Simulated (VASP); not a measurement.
# Mo (Im-3m) in VASP: further runs

Runs on Mo. Level: PBE. Tasks: single point.

Everything below comes from runs of VASP 6.6.1. Logs are shortened: lines on timing, memory, paths and dates and some standing lists are left out, and cuts for length are marked.

### 1 The cell of the first run

Symmetry: Im-3m, No. 229, cubic system. Conventional cell: a = 3.150 Å, b = 3.150 Å, c = 3.150 Å, α = 90.00°, β = 90.00°, γ = 90.00°. Mo (site symmetry m-3m) has 14 Mo at 2.73 to 3.15 Å within 3.6 Å.

### 2 Single point, PBE

INCAR

```
PREC = Accurate
ENCUT = 520
EDIFF = 1E-7
ISMEAR = 0
SIGMA = 0.05
LREAL = F
LASPH = T
NELM = 100
ALGO = Fast
ISIF = 2
LWAVE = F
LCHARG = F
GGA = PE
NBANDS = 13
```

KPOINTS

```
Automatic mesh
0
Gamma
  8 8 8
```

POSCAR

```
Mo
1.0
   -1.5750000000      1.5750000000      1.5750000000
    1.5750000000     -1.5750000000      1.5750000000
    1.5750000000      1.5750000000     -1.5750000000
Mo
1
Direct
    0.0000000000      0.0000000000      0.0000000000
```

Potentials or basis: VASP PAW PBE potentials, release 64 (Mo_sv).

Run with:

```sh
$ cat potpaw_PBE.64/Mo_sv/POTCAR > POTCAR
$ mpirun -np 1 vasp_std > vasp.out
```

OUTCAR:

```text
PREC = Accurate
   ENCUT = 520
   EDIFF = 1E-7
   ISMEAR = 0
   LREAL = F
   LASPH = T
   NELM = 100
   ISIF = 2
   GGA = PE

 ion  position               nearest neighbor table
   1  0.000  0.000  0.000-

  LATTYP: Found a body centered cubic cell.
 ALAT       =     3.1500000000

  Lattice vectors:

 A1 = (  -1.5750000000,   1.5750000000,   1.5750000000)
 A2 = (   1.5750000000,  -1.5750000000,   1.5750000000)
 A3 = (   1.5750000000,   1.5750000000,  -1.5750000000)

Analysis of symmetry for initial positions (statically):
=====================================================================
 Subroutine PRICEL returns:
 Original cell was already a primitive cell.

 Routine SETGRP: Setting up the symmetry group for a
 body centered cubic supercell.

 Subroutine GETGRP returns: Found 48 space group operations
 (whereof 48 operations were pure point group operations)
 out of a pool of 48 trial point group operations.

The static configuration has the point symmetry O_h .

Analysis of symmetry for dynamics (positions and initial velocities):
=====================================================================
 Subroutine PRICEL returns:
 Original cell was already a primitive cell.

 Routine SETGRP: Setting up the symmetry group for a
 body centered cubic supercell.

 Subroutine GETGRP returns: Found 48 space group operations
 (whereof 48 operations were pure point group operations)
 out of a pool of 48 trial point group operations.

The dynamic configuration has the point symmetry O_h .

 Subroutine INISYM returns: Found 48 space group operations
 (whereof 48 operations are pure point group operations),
 and found     1 'primitive' translations

----------------------------------------------------------------------------------------

                                     Primitive cell

  volume of cell :      15.6279

  direct lattice vectors                    reciprocal lattice vectors
    -1.575000000  1.575000000  1.575000000     0.000000000  0.317460317  0.317460317
     1.575000000 -1.575000000  1.575000000     0.317460317  0.000000000  0.317460317
     1.575000000  1.575000000 -1.575000000     0.317460317  0.317460317  0.000000000

  length of vectors
     2.727980022  2.727980022  2.727980022     0.448956686  0.448956686  0.448956686

  position of ions in fractional coordinates (direct lattice)
     0.000000000  0.000000000  0.000000000

  ion indices of the primitive-cell ions
   primitive index   ion index
                 1           1

----------------------------------------------------------------------------------------

 KPOINTS: Automatic mesh

Automatic generation of k-mesh.
 Grid dimensions read from file:
 generate k-points for:    8    8    8

 Generating k-lattice:

  Cartesian coordinates                     Fractional coordinates (reciprocal lattice)
     0.000000000  0.039682540  0.039682540     0.125000000  0.000000000  0.000000000
     0.039682540  0.000000000  0.039682540     0.000000000  0.125000000  0.000000000
     0.039682540  0.039682540  0.000000000     0.000000000  0.000000000  0.125000000

  Length of vectors
     0.056119586  0.056119586  0.056119586

  Shift w.r.t. Gamma in fractional coordinates (k-lattice)
     0.000000000  0.000000000  0.000000000

 Subroutine IBZKPT returns following result:
 ===========================================

 Found     29 irreducible k-points:

 Following reciprocal coordinates:
            Coordinates               Weight
  0.000000  0.000000  0.000000      1.000000
  0.125000  0.000000  0.000000     12.000000
  0.250000  0.000000  0.000000     12.000000
  0.375000  0.000000  0.000000     12.000000
  0.500000  0.000000  0.000000      6.000000
  0.125000  0.125000  0.000000     24.000000
[... 16 lines left out ...]
 -0.250000  0.250000  0.250000      6.000000
 -0.375000  0.375000  0.250000     24.000000
 [... further k-points ...]
   k-points           NKPTS =     29   k-points in BZ     NKDIM =     29   number of bands    NBANDS=     13
   number of dos      NEDOS =    301   number of ions     NIONS =      1
   total plane-waves  NPLWV =   8000
   dimension x,y,z NGX =    20 NGY =   20 NGZ =   20
   dimension x,y,z NGXF=    40 NGYF=   40 NGZF=   40
   ions per type =               1
   NGX,Y,Z   is equivalent  to a cutoff of  12.19, 12.19, 12.19 a.u.
   NGXF,Y,Z  is equivalent  to a cutoff of  24.38, 24.38, 24.38 a.u.
 SYSTEM =  unknown system
   PREC   = accura    normal or accurate (medium, high low for compatibility)
   ISTART =      0    job   : 0-new  1-cont  2-samecut
   ICHARG =      2    charge: 1-file 2-atom 10-const
   ISPIN  =      1    spin polarized calculation?
   LNONCOLLINEAR =      F non collinear calculations
   LSORBIT =      F    spin-orbit coupling
   LASPH  =      T    aspherical Exc in radial PAW
   ENCUT  =  520.0 eV  38.22 Ry    6.18 a.u.   5.07  5.07  5.07*2*pi/ulx,y,z
   NELM   =    100;   NELMIN=  2; NELMDL= -5     # of ELM steps
   EDIFF  = 0.1E-06   stopping-criterion for ELM
   LREAL  =      F    real-space projection
   EDIFFG = 0.1E-05   stopping-criterion for IOM
   NSW    =      0    number of steps for IOM
   IBRION =     -1    ionic relax: 0-MD 1-quasi-New 2-CG
   NFREE  =      0    steps in history (QN), initial steepest desc. (CG)
   ISIF   =      2    stress and relaxation
   ISYM   =      2    0-nonsym 1-usesym 2-fastsym
   POTIM  = 0.5000    time-step for ionic-motion
   TEBEG  =    0.0;   TEEND  =   0.0 temperature during run
   PSTRESS=    0.0 pullay stress
   NELECT =      14.0000    total number of electrons
   NUPDOWN=      -1.0000    fix difference up-down
   EMIN   =  10.00;   EMAX   =-10.00  energy-range for DOS
   EFERMI =   0.00;   METHOD = LEGACY
   ISMEAR =     0;   SIGMA  =   0.05  broadening in eV -4-tet -1-fermi 0-gaus
   EFERMI_NEDOS =   21; number of points for ismear=-14 and -15
   IALGO  =     68    algorithm
   IMIX   =      4    mixing-type and parameters
     AMIX     =   0.40;   BMIX     =  1.00
     AMIX_MAG =   1.60;   BMIX_MAG =  1.00
  volume/ion in A,a.u.               =      15.63       105.46
  Fermi-wavevector in a.u.,A,eV,Ry     =   1.578157  2.982285 33.886404  2.490580
  Thomas-Fermi vector in A             =   2.678731
   LORBIT       =      0    0 simple, 1 ext, 2 COOP (PROOUT), +10 PAW based schemes
   GGA     = PE    functional components
   LHFCALC =     F    Hartree Fock is set to
   AEXX    =    0.0000 exact exchange contribution
   IVDW    =     0    specifies the selected vdW correction
   LEPSILON=     F    determine dielectric tensor
   LRPA    =     F    only Hartree local field effects (RPA)
 non-spin polarized calculation
 RMM-DIIS sequential band-by-band and
 Gauss-broadening in eV      SIGMA  =   0.05
  energy-cutoff  :      520.00
  volume of cell :       15.63
 maximum number of plane-waves:       429
   NGX = 11   NGY = 11   NGZ = 11

 number of electron      14.0000002 magnetization

 Free energy of the ion-electron system (eV)
  ---------------------------------------------------
  ext. energy  EPLUGINS =         0.00000000
  ---------------------------------------------------
  free energy    TOTEN  =       -10.91079395 eV

  energy without entropy =      -10.90941702  energy(sigma->0) =      -10.91010548

 E-fermi :  12.4583     XC(G=0): -13.3938

 val. band max:       12.4578486592   @ k =  -0.2500   0.2500   0.1250
 cond. band min:      12.5992770510   @ k =   0.3750   0.0000   0.0000
 fundamental gap:      0.1414283918
 Fermi energy:        12.4583194394

 k-point     1 :       0.0000    0.0000    0.0000
  band No.  band energies     occupation
      1     -48.6961      2.00000
      2     -21.9611      2.00000
      3     -21.9611      2.00000
      4     -21.9611      2.00000
      5       5.3603      2.00000
      6      11.2260      2.00000
      7      11.2260      2.00000
      8      11.2260      2.00000
      9      14.2530      0.00000
     10      14.2530      0.00000
     11      27.4297      0.00000
     12      27.4297      0.00000
     13      27.4297      0.00000

 k-point     2 :       0.1250    0.0000    0.0000
  band No.  band energies     occupation
      1     -48.6580      2.00000
      2     -22.1788      2.00000
      3     -22.0285      2.00000
      4     -21.9627      2.00000
      5       6.0203      2.00000
      6      10.8621      2.00000
      7      11.1358      2.00000
      8      11.8665      2.00000
      9      13.8186      0.00000
     10      14.2711      0.00000
     11      27.8449      0.00000
     12      28.5658      0.00000
     13      28.5705      0.00000

 k-point     3 :       0.2500    0.0000    0.0000
  band No.  band energies     occupation
      1     -48.5651      2.00000
      2     -22.6852      2.00000
      3     -22.1883      2.00000
      4     -21.9667      2.00000
      5       7.3295      2.00000
      6      10.0933      2.00000
      7      11.0297      2.00000
      8      13.6435      0.00000
      9      13.7233      0.00000
     10      14.4131      0.00000
     11      27.4103      0.00000
     12      28.7823      0.00000
     13      31.5774      0.00000
[... 305 lines left out ...]
 k-point    23 :      -0.2500    0.2500    0.2500
  band No.  band energies     occupation
      1     -48.4531      2.00000
      2     -22.7121      2.00000
      3     -22.4352      2.00000
      4     -22.4352      2.00000
      5       8.8488      2.00000
      6       9.9190      2.00000
      7      11.9688      2.00000
      8      11.9688      2.00000
      9      13.4591      0.00000
     10      16.0252      0.00000
     11      27.8150      0.00000
     12      30.8981      0.00000
     13      31.2346      0.00000

 k-point    24 :      -0.3750    0.3750    0.2500
  band No.  band energies     occupation
      1     -48.3725      2.00000
      2     -23.0011      2.00000
      3     -22.6039      2.00000
      4     -22.4768      2.00000
      5       8.6543      2.00000
      6       9.2228      2.00000
      7      11.9628      2.00000
      8      12.7988      0.00000
      9      15.4754      0.00000
     10      17.6000      0.00000
     11      26.4086      0.00000
     12      28.4457      0.00000
     13      29.5029      0.00000

 [... further k-points ...]
[... 5 lines left out ...]
  --------------------------------------------------------------------------------------
  -------------------------------------------------------------------------------------
  Total        0.3849584      0.3849584      0.3849584      0.0000000      0.0000000      0.0000000
  in kB       39.4659616     39.4659616     39.4659616      0.0000000      0.0000000      0.0000000
  external PRESSURE =      39.4659616 kB  Pullay stress =       0.0000000 kB

 VOLUME and BASIS-vectors are now :
 -----------------------------------------------------------------------------
  energy-cutoff  :      520.00
  volume of cell :       15.63
      direct lattice vectors                 reciprocal lattice vectors
    -1.575000000  1.575000000  1.575000000     0.000000000  0.317460317  0.317460317
     1.575000000 -1.575000000  1.575000000     0.317460317  0.000000000  0.317460317
     1.575000000  1.575000000 -1.575000000     0.317460317  0.317460317  0.000000000

 POSITION                                       TOTAL-FORCE (eV/Angst)
 -----------------------------------------------------------------------------------
      0.00000      0.00000      0.00000        -0.000000     -0.000000      0.000000
 -----------------------------------------------------------------------------------
    total drift:                               -0.000000     -0.000000      0.000000

  FREE ENERGIE OF THE ION-ELECTRON SYSTEM (eV)
  ---------------------------------------------------
  free  energy   TOTEN  =       -10.9107939499 eV

  energy  without entropy=      -10.9094170183  energy(sigma->0) =      -10.91010548
```

It took 7.8 s on 1 thread of AMD EPYC 7R43 (Zen 3), shared host; peak memory 0.09 GiB.

What came out:

```
Free energy            : -10.9108 eV
Pressure               : 3.9 GPa
Band gap on the k mesh : zero (band 7 reaches 16.57 eV, above the bottom of band 8 at 11.23 eV)
```

### 3 Single point, PBE

This run uses another cell than the first one, of 15.83 Å³/atom, 1.013 times its volume.

INCAR

```
PREC     = Accurate       # precision mode
ENCUT    = 520            # plane-wave cutoff, eV
EDIFF    = 1E-6           # SCF threshold, eV
ISMEAR   = 0              # smearing method
SIGMA    = 0.05           # smearing width, eV
LREAL    = False          # projectors in reciprocal space
LASPH    = True           # aspherical terms in the spheres
NELM     = 80             # most SCF steps
ALGO     = Fast           # electronic algorithm
ISIF     = 2              # what is computed and relaxed
LWAVE    = False          # write WAVECAR
LCHARG   = True           # write CHGCAR
GGA      = PE             # functional
LELF     = True           # ELF
LVHAR    = True         
NBANDS   = 13             # bands
```

KPOINTS is that of step 2.

POSCAR

```
Mo
1.0
   -1.5816278571      1.5816278571      1.5816278571
    1.5816278571     -1.5816278571      1.5816278571
    1.5816278571      1.5816278571     -1.5816278571
Mo
1
Direct
    0.0000000000      0.0000000000      0.0000000000
```

Potentials or basis: VASP PAW PBE potentials, release 64 (Mo_sv).

Run with:

```sh
$ cat potpaw_PBE.64/Mo_sv/POTCAR > POTCAR
$ mpirun -np 1 vasp_std > vasp.out
```

Wall time 8.5 s (1 thread of AMD EPYC 7R43 (Zen 3), shared host); peak memory 0.09 GiB.

Results (log left out):

| Property | Result |
| --- | --- |
| Free energy | -10.9136 eV |
| Pressure | 0.6 GPa |
| Band gap on the k mesh | zero (band 7 reaches 16.30 eV, above the bottom of band 8 at 11.05 eV) |

Levels at points of the mesh, in eV from the Fermi level:
| k point | band 4 | band 5 | band 6 | band 7 | band 8 | band 9 | band 10 | band 11 |
| --- | --- | --- | --- | --- | --- | --- | --- | --- |
| (0.00, 0.00, 0.00) | -34.45 | -7.06 | -1.22 | -1.22 | -1.22 | 1.76 | 1.76 | 14.94 |
| (0.50, 0.00, 0.00) | -34.47 | -5.12 | -3.22 | 1.71 | 1.78 | 2.40 | 4.78 | 11.58 |
| (0.50, 0.50, 0.50) | -35.38 | -5.22 | -5.22 | 4.03 | 4.03 | 4.03 | 9.10 | 9.10 |

### 4 Single point, PBE

This run uses another cell than the first one, of 15.98 Å³/atom, 1.023 times its volume.

INCAR

```
PREC = Accurate
ENCUT = 500
EDIFF = 1E-6
ISMEAR = 0
SIGMA = 0.05
LREAL = False
LASPH = True
NELM = 120
ALGO = Normal
ISIF = 2
LWAVE = False
LCHARG = False
GGA = PE
NBANDS = 13
GGA_COMPAT = False
```

KPOINTS

```
regular mesh
0
Gamma
  8 8 8
```

POSCAR

```
Mo
1.0
   -1.5867948086      1.5867948086      1.5867948086
    1.5867948086     -1.5867948086      1.5867948086
    1.5867948086      1.5867948086     -1.5867948086
Mo
1
Direct
    0.0000000000      0.0000000000      0.0000000000
```

Run with:

```sh
$ cat potpaw_PBE.64/Mo_sv/POTCAR > POTCAR
$ mpirun -np 1 vasp_std > vasp.out
```

Run time: 5.2 s. Hardware: 1 thread of Intel Xeon 6975P-C, shared host; peak memory 0.12 GiB.

Results (log left out):

* Free energy: -10.9130 eV
* Pressure: -2.0 GPa
* Band gap on the k mesh: zero (band 7 reaches 16.09 eV, above the bottom of band 8 at 10.91 eV)

Levels at points of the mesh, in eV from the Fermi level:
```
           k point  band 5  band 6  band 7  band 8  band 9  band 10
(0.00, 0.00, 0.00)   -7.04   -1.20   -1.20   -1.20    1.74     1.74
(0.50, 0.00, 0.00)   -5.07   -3.18    1.67    1.76    2.37     4.71
(0.50, 0.50, 0.50)   -5.15   -5.15    3.97    3.97    3.97     9.02
```

### 5 Overview

| cell | cutoff (eV) | gap on the mesh (eV) | pressure (GPa) |
| --- | --- | --- | --- |
| a = 2.728 Å, angles 109.5°, 1 atom | 520 | none | 3.9 |
| a = 2.739 Å, angles 109.5°, 1 atom | 520 | none | 0.6 |
| a = 2.748 Å, angles 109.5°, 1 atom | 500 | none | -2.0 |

Alike in all rows: task single point; level PBE; potentials or basis VASP PAW PBE potentials, release 64 (Mo_sv); no spin polarisation; k mesh 8 × 8 × 8; smearing gaussian 0.05 eV.

Absolute energies hang on the potentials; compare differences alone.
